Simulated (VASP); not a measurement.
# Ca (Fm-3m) in VASP: a series of runs

Runs on Ca. Level: PBEsol. Tasks: single point.

Everything below comes from runs of VASP 6.6.1. Logs are shortened: lines on timing, memory, paths and dates and some standing lists are left out, and cuts for length are marked.

### 1 The cell of the first run

It takes space group Fm-3m (No. 225, cubic). Conventional cell: a = 5.458 Å, b = 5.458 Å, c = 5.458 Å, α = 90.00°, β = 90.00°, γ = 90.00°. Ca (site symmetry m-3m) has 12 Ca at 3.86 Å within 5.1 Å.

### 2 Single point, PBEsol

Contents of INCAR:

```
SYSTEM = Ca
PREC     = Accurate       ! precision mode
ENCUT    = 520            ! plane-wave cutoff, eV
EDIFF    = 1E-6           ! SCF threshold, eV
ISMEAR   = 0              ! smearing method
SIGMA    = 0.05           ! smearing width, eV
LREAL    = .False.        ! projectors in reciprocal space
LASPH    = .True.         ! aspherical terms in the spheres
NELM     = 80             ! most SCF steps
ALGO     = Normal         ! electronic algorithm
ISIF     = 2              ! what is computed and relaxed
LWAVE    = .False.        ! write WAVECAR
LCHARG   = .False.        ! write CHGCAR
GGA      = PS             ! functional
NBANDS   = 11             ! bands
```

Contents of KPOINTS:

```
Automatic mesh
0
Gamma
  14 14 14
  0 0 0
```

Contents of POSCAR:

```
Ca
1.0
    0.0000000000      2.7291793060      2.7291793060
    2.7291793060      0.0000000000      2.7291793060
    2.7291793060      2.7291793060      0.0000000000
Ca
1
Direct
    0.0000000000      0.0000000000      0.0000000000
```

Potentials or basis: VASP PAW PBE potentials, release 64 (Ca_sv).

The run is started by

```
$ cat potpaw_PBE.64/Ca_sv/POTCAR > POTCAR
$ mpirun -np 1 vasp_std > vasp.out
```

OUTCAR:

```text
SYSTEM = Ca
   PREC = Accurate
   ENCUT = 520
   EDIFF = 1E-6
   ISMEAR = 0
   LREAL = .False.
   LASPH = .True.
   NELM = 80
   ISIF = 2
   GGA = PS

 ion  position               nearest neighbor table
   1  0.000  0.000  0.000-

  LATTYP: Found a face centered cubic cell.
 ALAT       =     5.4583586120

  Lattice vectors:

 A1 = (   0.0000000000,   2.7291793060,   2.7291793060)
 A2 = (   2.7291793060,   0.0000000000,   2.7291793060)
 A3 = (   2.7291793060,   2.7291793060,   0.0000000000)

Analysis of symmetry for initial positions (statically):
=====================================================================
 Subroutine PRICEL returns:
 Original cell was already a primitive cell.

 Routine SETGRP: Setting up the symmetry group for a
 face centered cubic supercell.

 Subroutine GETGRP returns: Found 48 space group operations
 (whereof 48 operations were pure point group operations)
 out of a pool of 48 trial point group operations.

The static configuration has the point symmetry O_h .

Analysis of symmetry for dynamics (positions and initial velocities):
=====================================================================
 Subroutine PRICEL returns:
 Original cell was already a primitive cell.

 Routine SETGRP: Setting up the symmetry group for a
 face centered cubic supercell.

 Subroutine GETGRP returns: Found 48 space group operations
 (whereof 48 operations were pure point group operations)
 out of a pool of 48 trial point group operations.

The dynamic configuration has the point symmetry O_h .

 Subroutine INISYM returns: Found 48 space group operations
 (whereof 48 operations are pure point group operations),
 and found     1 'primitive' translations

----------------------------------------------------------------------------------------

                                     Primitive cell

  volume of cell :      40.6561

  direct lattice vectors                    reciprocal lattice vectors
     0.000000000  2.729179306  2.729179306    -0.183205258  0.183205258  0.183205258
     2.729179306  0.000000000  2.729179306     0.183205258 -0.183205258  0.183205258
     2.729179306  2.729179306  0.000000000     0.183205258  0.183205258 -0.183205258

  length of vectors
     3.859642389  3.859642389  3.859642389     0.317320816  0.317320816  0.317320816

  position of ions in fractional coordinates (direct lattice)
     0.000000000  0.000000000  0.000000000

  ion indices of the primitive-cell ions
   primitive index   ion index
                 1           1

----------------------------------------------------------------------------------------

 KPOINTS: Automatic mesh

Automatic generation of k-mesh.
 Grid dimensions read from file:
 generate k-points for:   14   14   14

 Generating k-lattice:

  Cartesian coordinates                     Fractional coordinates (reciprocal lattice)
    -0.013086090  0.013086090  0.013086090     0.071428571  0.000000000  0.000000000
     0.013086090 -0.013086090  0.013086090     0.000000000  0.071428571  0.000000000
     0.013086090  0.013086090 -0.013086090     0.000000000  0.000000000  0.071428571

  Length of vectors
     0.022665773  0.022665773  0.022665773

  Shift w.r.t. Gamma in fractional coordinates (k-lattice)
     0.000000000  0.000000000  0.000000000

 Subroutine IBZKPT returns following result:
 ===========================================

 Found    104 irreducible k-points:

 Following reciprocal coordinates:
            Coordinates               Weight
  0.000000  0.000000  0.000000      1.000000
  0.071429  0.000000  0.000000      8.000000
  0.142857  0.000000  0.000000      8.000000
  0.214286  0.000000  0.000000      8.000000
  0.285714  0.000000  0.000000      8.000000
  0.357143  0.000000  0.000000      8.000000
[... 16 lines left out ...]
  0.214286  0.142857  0.000000     24.000000
  0.285714  0.142857  0.000000     24.000000
 [... further k-points ...]
   k-points           NKPTS =    104   k-points in BZ     NKDIM =    104   number of bands    NBANDS=     11
   number of dos      NEDOS =    301   number of ions     NIONS =      1
   total plane-waves  NPLWV =  27000
   dimension x,y,z NGX =    30 NGY =   30 NGZ =   30
   dimension x,y,z NGXF=    60 NGYF=   60 NGZF=   60
   ions per type =               1
   NGX,Y,Z   is equivalent  to a cutoff of  12.92, 12.92, 12.92 a.u.
   NGXF,Y,Z  is equivalent  to a cutoff of  25.84, 25.84, 25.84 a.u.
 SYSTEM =  Ca
   PREC   = accura    normal or accurate (medium, high low for compatibility)
   ISTART =      0    job   : 0-new  1-cont  2-samecut
   ICHARG =      2    charge: 1-file 2-atom 10-const
   ISPIN  =      1    spin polarized calculation?
   LNONCOLLINEAR =      F non collinear calculations
   LSORBIT =      F    spin-orbit coupling
   LASPH  =      T    aspherical Exc in radial PAW
   ENCUT  =  520.0 eV  38.22 Ry    6.18 a.u.   7.18  7.18  7.18*2*pi/ulx,y,z
   NELM   =     80;   NELMIN=  2; NELMDL= -5     # of ELM steps
   EDIFF  = 0.1E-05   stopping-criterion for ELM
   LREAL  =      F    real-space projection
[... 7 lines left out ...]
   TEBEG  =    0.0;   TEEND  =   0.0 temperature during run
   PSTRESS=    0.0 pullay stress
   NELECT =      10.0000    total number of electrons
   NUPDOWN=      -1.0000    fix difference up-down
   EMIN   =  10.00;   EMAX   =-10.00  energy-range for DOS
   EFERMI =   0.00;   METHOD = LEGACY
   ISMEAR =     0;   SIGMA  =   0.05  broadening in eV -4-tet -1-fermi 0-gaus
   EFERMI_NEDOS =   21; number of points for ismear=-14 and -15
   IALGO  =     38    algorithm
   IMIX   =      4    mixing-type and parameters
     AMIX     =   0.40;   BMIX     =  1.00
     AMIX_MAG =   1.60;   BMIX_MAG =  1.00
  volume/ion in A,a.u.               =      40.66       274.36
  Fermi-wavevector in a.u.,A,eV,Ry     =   1.025729  1.938347 14.314970  1.052121
  Thomas-Fermi vector in A             =   2.159585
   LORBIT       =      0    0 simple, 1 ext, 2 COOP (PROOUT), +10 PAW based schemes
   GGA     = PS    functional components
   LHFCALC =     F    Hartree Fock is set to
   AEXX    =    0.0000 exact exchange contribution
   IVDW    =     0    specifies the selected vdW correction
   LEPSILON=     F    determine dielectric tensor
   LRPA    =     F    only Hartree local field effects (RPA)
 non-spin polarized calculation
 Gauss-broadening in eV      SIGMA  =   0.05
  energy-cutoff  :      520.00
  volume of cell :       40.66
 maximum number of plane-waves:      1113
 NGX is ok and might be reduce to    30
   NGX = 15   NGY = 15   NGZ = 15

 number of electron      10.0000002 magnetization

 Free energy of the ion-electron system (eV)
  ---------------------------------------------------
  ext. energy  EPLUGINS =         0.00000000
  ---------------------------------------------------
  free energy    TOTEN  =        -2.13461481 eV

  energy without entropy =       -2.13257880  energy(sigma->0) =       -2.13359680

 E-fermi :   2.0213     XC(G=0):  -7.9296

 val. band max:        2.0061088465   @ k =  -0.4286   0.1429   0.0000
 cond. band min:       2.0278501801   @ k =  -0.4286   0.2143   0.0714
 fundamental gap:      0.0217413336
 Fermi energy:         2.0213181044

 k-point     1 :       0.0000    0.0000    0.0000
  band No.  band energies     occupation
      1     -39.7191      2.00000
      2     -20.7058      2.00000
      3     -20.7058      2.00000
      4     -20.7058      2.00000
      5      -2.0627      2.00000
      6       4.4121      0.00000
      7       4.4121      0.00000
      8       4.4121      0.00000
      9       5.5394      0.00000
     10       5.5394      0.00000
     11      11.3279      0.00000

 k-point     2 :       0.0714    0.0000    0.0000
  band No.  band energies     occupation
      1     -39.7183      2.00000
      2     -20.7140      2.00000
      3     -20.7069      2.00000
      4     -20.7069      2.00000
      5      -1.9724      2.00000
      6       4.3131      0.00000
      7       4.4474      0.00000
      8       4.4474      0.00000
      9       5.5080      0.00000
     10       5.5080      0.00000
     11      11.4468      0.00000

 k-point     3 :       0.1429    0.0000    0.0000
  band No.  band energies     occupation
      1     -39.7160      2.00000
      2     -20.7368      2.00000
      3     -20.7100      2.00000
      4     -20.7100      2.00000
      5      -1.7061      2.00000
      6       4.0468      0.00000
      7       4.5280      0.00000
      8       4.5280      0.00000
      9       5.4512      0.00000
     10       5.4512      0.00000
     11      11.3532      0.00000

 k-point     4 :       0.2143    0.0000    0.0000
  band No.  band energies     occupation
      1     -39.7127      2.00000
      2     -20.7694      2.00000
      3     -20.7145      2.00000
      4     -20.7145      2.00000
      5      -1.2786      2.00000
      6       3.6748      0.00000
      7       4.5713      0.00000
      8       4.5713      0.00000
      9       5.4757      0.00000
     10       5.4757      0.00000
     11      10.2372      0.00000

 k-point     5 :       0.2857    0.0000    0.0000
  band No.  band energies     occupation
      1     -39.7090      2.00000
      2     -20.8054      2.00000
      3     -20.7194      2.00000
      4     -20.7194      2.00000
      5      -0.7161      2.00000
      6       3.2436      0.00000
      7       4.5137      0.00000
      8       4.5137      0.00000
      9       5.6587      0.00000
     10       5.6587      0.00000
     11       9.1612      0.00000
[... 211 lines left out ...]
 k-point    21 :      -0.0714    0.0714    0.0000
  band No.  band energies     occupation
      1     -39.7170      2.00000
      2     -20.7252      2.00000
      3     -20.7118      2.00000
      4     -20.7074      2.00000
      5      -1.8234      2.00000
      6       4.1670      0.00000
      7       4.4836      0.00000
      8       4.5115      0.00000
      9       5.3858      0.00000
     10       5.5431      0.00000
     11      11.5978      0.00000

 k-point    22 :       0.1429    0.1429    0.0000
  band No.  band energies     occupation
      1     -39.7150      2.00000
      2     -20.7359      2.00000
      3     -20.7169      2.00000
      4     -20.7169      2.00000
      5      -1.5888      2.00000
      6       3.9595      0.00000
      7       4.6086      0.00000
      8       4.6086      0.00000
      9       5.0686      0.00000
     10       5.6640      0.00000
     11      11.9111      0.00000

 k-point    23 :       0.2143    0.1429    0.0000
  band No.  band energies     occupation
      1     -39.7125      2.00000
      2     -20.7571      2.00000
      3     -20.7225      2.00000
      4     -20.7212      2.00000
      5      -1.2753      2.00000
      6       3.7207      0.00000
      7       4.6175      0.00000
      8       4.7056      0.00000
      9       4.9678      0.00000
     10       5.7278      0.00000
     11      11.2233      0.00000

 k-point    24 :       0.2857    0.1429    0.0000
  band No.  band energies     occupation
      1     -39.7093      2.00000
      2     -20.7863      2.00000
      3     -20.7280      2.00000
      4     -20.7263      2.00000
      5      -0.8119      2.00000
      6       3.4152      0.00000
      7       4.3815      0.00000
      8       4.7423      0.00000
      9       5.1970      0.00000
     10       5.8552      0.00000
     11      10.0137      0.00000

 [... further k-points ...]

------------------------ aborting loop because EDIFF is reached ----------------------------------------

  FORCE on cell =-STRESS in cart. coord.  units (eV):
  Direction    XX          YY          ZZ          XY          YZ          ZX
  --------------------------------------------------------------------------------------
  -------------------------------------------------------------------------------------
  Total       -0.0107818     -0.0107818     -0.0107818     -0.0000000     -0.0000000      0.0000000
  in kB       -0.4248886     -0.4248886     -0.4248886     -0.0000000     -0.0000000      0.0000000
  external PRESSURE =      -0.4248886 kB  Pullay stress =       0.0000000 kB

 VOLUME and BASIS-vectors are now :
 -----------------------------------------------------------------------------
  energy-cutoff  :      520.00
  volume of cell :       40.66
      direct lattice vectors                 reciprocal lattice vectors
     0.000000000  2.729179306  2.729179306    -0.183205258  0.183205258  0.183205258
     2.729179306  0.000000000  2.729179306     0.183205258 -0.183205258  0.183205258
     2.729179306  2.729179306  0.000000000     0.183205258  0.183205258 -0.183205258

 POSITION                                       TOTAL-FORCE (eV/Angst)
 -----------------------------------------------------------------------------------
      0.00000      0.00000      0.00000         0.000000      0.000000      0.000000
 -----------------------------------------------------------------------------------
    total drift:                               -0.000000     -0.000000      0.000000

  FREE ENERGIE OF THE ION-ELECTRON SYSTEM (eV)
  ---------------------------------------------------
  free  energy   TOTEN  =        -2.1346148065 eV

  energy  without entropy=       -2.1325788024  energy(sigma->0) =       -2.13359680
```

It took 28 s on 1 thread of Intel Xeon Platinum 8488C (Sapphire Rapids), shared host; peak memory 0.19 GiB.

What came out:

```
Free energy            : -2.1346 eV
Pressure               : 0.0 GPa
Band gap on the k mesh : zero (band 5 reaches 2.17 eV, above the bottom of band 6 at 1.91 eV)
```

Caveat: the PAW data sets were made with another functional, which shifts forces and pressure a little.

### 3 Single point, PBEsol

This run uses another cell than the first one, of 43.12 Å³/atom, 1.061 times its volume.

Contents of INCAR:

```
SYSTEM = Ca
ALGO = Normal ; EDIFF = 1E-7
ENCUT = 520 ; GGA = PS
ISIF = 2 ; ISMEAR = 0
LASPH = .TRUE. ; LCHARG = .TRUE.
LELF = .TRUE. ; LREAL = .FALSE.
LVHAR = .TRUE. ; LWAVE = .FALSE.
NBANDS = 11 ; NELM = 80
PREC = Accurate ; SIGMA = 0.05
```

Contents of KPOINTS:

```
k-points
0
G
  14 14 14
  0 0 0
```

Contents of POSCAR:

```
Ca
1.0
    0.0000000000      2.7832296753      2.7832296753
    2.7832296753      0.0000000000      2.7832296753
    2.7832296753      2.7832296753      0.0000000000
Ca
1
Direct
    0.0000000000      0.0000000000      0.0000000000
```

Potentials or basis: VASP PAW PBE potentials, release 64 (Ca_sv).

The run is started by

```
$ cat potpaw_PBE.64/Ca_sv/POTCAR > POTCAR
$ mpirun -np 1 vasp_std > vasp.out
```

Run time: 36 s. Hardware: 1 thread of Intel Xeon Platinum 8488C (Sapphire Rapids), shared host; peak memory 0.19 GiB.

The run converged. Its results:

```yaml
Free_energy: -2.1271 eV
Pressure: -1.0 GPa
Band_gap_on_the_k_mesh: zero (band 5 reaches 1.97 eV, above the bottom of band 6 at 1.63 eV)
```

Levels at points of the mesh, in eV from the Fermi level:
| k point | band 2 | band 3 | band 4 | band 5 | band 6 | band 7 | band 8 | band 9 |
| --- | --- | --- | --- | --- | --- | --- | --- | --- |
| (0.00, 0.00, 0.00) | -22.88 | -22.88 | -22.88 | -3.98 | 2.31 | 2.31 | 2.31 | 3.36 |
| (0.50, 0.00, 0.00) | -23.01 | -22.89 | -22.89 | -0.98 | -0.16 | 2.20 | 2.20 | 4.03 |
| (0.50, 0.50, 0.00) | -23.00 | -22.92 | -22.92 | -0.42 | 0.59 | 0.94 | 4.03 | 4.21 |

Caveat: the PAW data sets were made with another functional, which shifts forces and pressure a little.

### 4 Single point, PBEsol

This run uses another cell than the first one, of 43.44 Å³/atom, 1.068 times its volume.

Contents of INCAR:

```
PREC = Accurate ; ENCUT = 520
EDIFF = 1E-6 ; ISMEAR = 0
SIGMA = 0.05 ; LREAL = False
LASPH = True ; NELM = 80
ALGO = Normal ; ISIF = 2
LWAVE = False ; LCHARG = False
GGA = PS ; NBANDS = 11
```

Contents of KPOINTS:

```
Automatic mesh
0
Gamma
  14 14 14
```

Contents of POSCAR:

```
Ca
1.0
    0.0000000000      2.7900000000      2.7900000000
    2.7900000000      0.0000000000      2.7900000000
    2.7900000000      2.7900000000      0.0000000000
Ca
1
Direct
    0.0000000000      0.0000000000      0.0000000000
```

The run is started by

```
$ cat potpaw_PBE.64/Ca_sv/POTCAR > POTCAR
$ mpirun -np 1 vasp_std > vasp.out
```

Wall time 28 s (1 thread of Intel Xeon Platinum 8488C (Sapphire Rapids), shared host); peak memory 0.19 GiB.

It converged, with:

| Item | Value |
| --- | --- |
| Free energy | -2.1251 eV |
| Pressure | -1.1 GPa |
| Band gap on the k mesh | zero (band 5 reaches 1.95 eV, above the bottom of band 6 at 1.60 eV) |

Levels at points of the mesh, in eV from the Fermi level:
```tsv
k point	band 2	band 3	band 4	band 5	band 6	band 7	band 8	band 9
(0.00, 0.00, 0.00)	-22.89	-22.89	-22.89	-3.97	2.30	2.30	2.30	3.34
(0.50, 0.00, 0.00)	-23.02	-22.91	-22.91	-0.98	-0.16	2.19	2.19	4.01
(0.50, 0.50, 0.00)	-23.01	-22.94	-22.94	-0.42	0.59	0.93	4.00	4.18
```

Caveat: the PAW data sets were made with another functional, which shifts forces and pressure a little.

### 5 The runs side by side

| cell | gap on the mesh (eV) | pressure (GPa) |
| --- | --- | --- |
| a = 3.860 Å, angles 60.0°, 1 atom | none | 0.0 |
| a = 3.936 Å, angles 60.0°, 1 atom | none | -1.0 |
| a = 3.946 Å, angles 60.0°, 1 atom | none | -1.1 |

Alike in all rows: task single point; level PBEsol; potentials or basis VASP PAW PBE potentials, release 64 (Ca_sv); no spin polarisation; k mesh 14 × 14 × 14; cutoff (eV) 520; smearing gaussian 0.05 eV.

Caveats: the PAW data sets were made with another functional, which shifts forces and pressure a little.

Total energies depend on the potentials used, so only differences within one code and one set of settings carry meaning.
